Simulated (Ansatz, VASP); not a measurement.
Given: the input of a run of VASP 6.6.1 on AlN.

File POSCAR:

```
AlN
1.0
    0.0000000000      2.0070211428      2.0070211428
    2.0070211428      0.0000000000      2.0070211428
    2.0070211428      2.0070211428      0.0000000000
Al N
1 1
Direct
    0.5000000000      0.5000000000      0.5000000000
    0.0000000000      0.0000000000      0.0000000000
```

INCAR.step1

```
SYSTEM = AlN
  ALGO = Normal
  EDIFF = 1E-5
  ENCUT = 520
  GGA = PE
  ISIF = 2
  ISMEAR = -1
  LASPH = .TRUE.
  LCHARG = .FALSE.
  LREAL = .FALSE.
  LWAVE = .TRUE.
  NBANDS = 11
  NELM = 100
  PREC = Accurate
  SIGMA = 0.05
```

The input INCAR.step2:

```
SYSTEM = AlN
  AEXX = 0.25
  ALGO = Normal
  EDIFF = 1E-6
  ENCUT = 520
  GGA = PE
  ISIF = 2
  ISMEAR = -1
  ISTART = 1
  LASPH = .TRUE.
  LCHARG = .FALSE.
  LHFCALC = .TRUE.
  LREAL = .FALSE.
  LWAVE = .FALSE.
  NBANDS = 11
  NELM = 100
  PREC = Accurate
  PRECFOCK = Normal
  SIGMA = 0.05
```

KPOINTS

```
k-points
0
G
  6 6 6
  0 0 0
```

Potentials or basis: VASP PAW PBE potentials, release 64 (Al, N).

Launch:

```sh
$ cat potpaw_PBE.64/Al/POTCAR potpaw_PBE.64/N/POTCAR > POTCAR
$ cp INCAR.step1 INCAR
$ mpirun -np 1 vasp_std > vasp.out
$ cp INCAR.step2 INCAR
$ mpirun -np 1 vasp_std > vasp.out
```

Q: Set up the same calculation for Ansatz 0.2.0. Potentials there: Ansatz PAW.

A: As run (the cutoff follows the program's own potentials):

Contents of input.yaml:

```yaml
crystal:
  lattice:
    - [0.0, 2.0070211428, 2.0070211428]
    - [2.0070211428, 0.0, 2.0070211428]
    - [2.0070211428, 2.0070211428, 0.0]
  atoms:
    - { symbol: Al, position: [0.5, 0.5, 0.5] }
    - { symbol: "N", position: [0.0, 0.0, 0.0] }
hamiltonian:
  xc: pbe0
  pseudopotentials: { kind: paw }
kpoints:
  mp_grid: { grid: [6, 6, 6] }
scf:
  occupations: { method: fermi_dirac, width: 0.05 }
output:
  forces: true
  stress: true
  eigenvalues: true
```

Potentials or basis: Ansatz PAW.

Command:

```bash
$ ansatz run input.yaml --threads 2 --pin off --max-ram 5632MiB --backend cpu --events-out ev --progress --plain --runs-dir out
```

Both were run:

|  | VASP | Ansatz | Ansatz less VASP |
| --- | --- | --- | --- |
| gap on the k mesh at the Fermi level (eV) | 6.98 | 7.03 | +0.046 |
| least direct gap on the mesh (eV) | 8.32 | 8.30 | -0.021 |
| pressure (GPa) | 3.6 | 3.5 | -0.10 |

The functional is the same, so the differences come from potentials, cutoffs and numerics.

The k mesh is coarse, so the values compare programs but aren't converged.
